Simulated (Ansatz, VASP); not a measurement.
## One calculation of BaS, two programs

File POSCAR:

```
BaS
1.0
    0.0000000000      3.2143926808      3.2143926808
    3.2143926808      0.0000000000      3.2143926808
    3.2143926808      3.2143926808      0.0000000000
Ba S
1 1
Direct
    0.0000000000      0.0000000000      0.0000000000
    0.5000000000      0.5000000000      0.5000000000
```

File INCAR.step1:

```
SYSTEM = BaS
PREC = Accurate ; ENCUT = 520
ISMEAR = 0 ; SIGMA = 0.02
LREAL = .FALSE. ; LASPH = .TRUE.
NELM = 100 ; NBANDS = 15
GGA = PE ; ALGO = Normal
EDIFF = 1E-4 ; LWAVE = .TRUE.
LCHARG = .FALSE.
```

Contents of INCAR.step2:

```
SYSTEM = BaS
PREC = Accurate ; ENCUT = 520
EDIFF = 1E-6 ; ISMEAR = 0
SIGMA = 0.02 ; LREAL = .FALSE.
LASPH = .TRUE. ; NELM = 100
ALGO = Normal ; ISIF = 2
LWAVE = .FALSE. ; LCHARG = .FALSE.
METAGGA = R2SCAN ; LMIXTAU = .TRUE.
NBANDS = 15 ; ISTART = 1
```

KPOINTS

```
Automatic mesh
0
G
  8 8 8
  0 0 0
```

Input for Ansatz:

```yaml
crystal:
  lattice:
    - [0.0, 3.2143926808, 3.2143926808]
    - [3.2143926808, 0.0, 3.2143926808]
    - [3.2143926808, 3.2143926808, 0.0]
  atoms:
    - { symbol: Ba, position: [0.0, 0.0, 0.0] }
    - { symbol: S, position: [0.5, 0.5, 0.5] }
basis:
  ecutwfc: 500
kpoints:
  mp_grid: { grid: [8, 8, 8] }
  band_path:
    path:
      - [[0.0, 0.0, 0.0], [0.5, 0.0, 0.5], [0.625, 0.25, 0.625]]
      - [[0.375, 0.375, 0.75], [0.0, 0.0, 0.0], [0.5, 0.5, 0.5], [0.5, 0.25, 0.75], [0.5, 0.0, 0.5]]
    npoints: 14
hamiltonian:
  xc: r2scan
scf:
  occupations: { method: gaussian, width: 0.02 }
  n_extra_bands: 6
output:
  forces: true
  stress: true
  eigenvalues: true
  populations: true
  dos: { projected: true, de: 0.02, nscf_kmesh: { grid: [12, 12, 12] } }
  bader: true
```

Alike in both runs: task single point; functional r2SCAN; k mesh 8 × 8 × 8; occupations gaussian, width 0.02 eV; no spin polarisation.

```csv
,VASP,Ansatz
version,VASP 6.6.1,Ansatz 0.2.0
potentials or method,"VASP PAW PBE potentials, release 64 (Ba_sv, S), cutoff 520 eV","scalar-relativistic, plane waves, PAW"
valence electrons in the cell,16,16
```

Ansatz gave:

```
gap on the k mesh at the Fermi level (eV) : 2.58
least direct gap on the mesh (eV)         : 2.70
pressure (GPa)                            : -0.1
```

Q: What did VASP give for the same quantities?

A: gap on the k mesh at the Fermi level (eV): 2.50; least direct gap on the mesh (eV): 2.64; pressure (GPa): 0.5.

VASP's potentials were made for PBE, not for r2SCAN.

Spin-orbit coupling is off throughout.
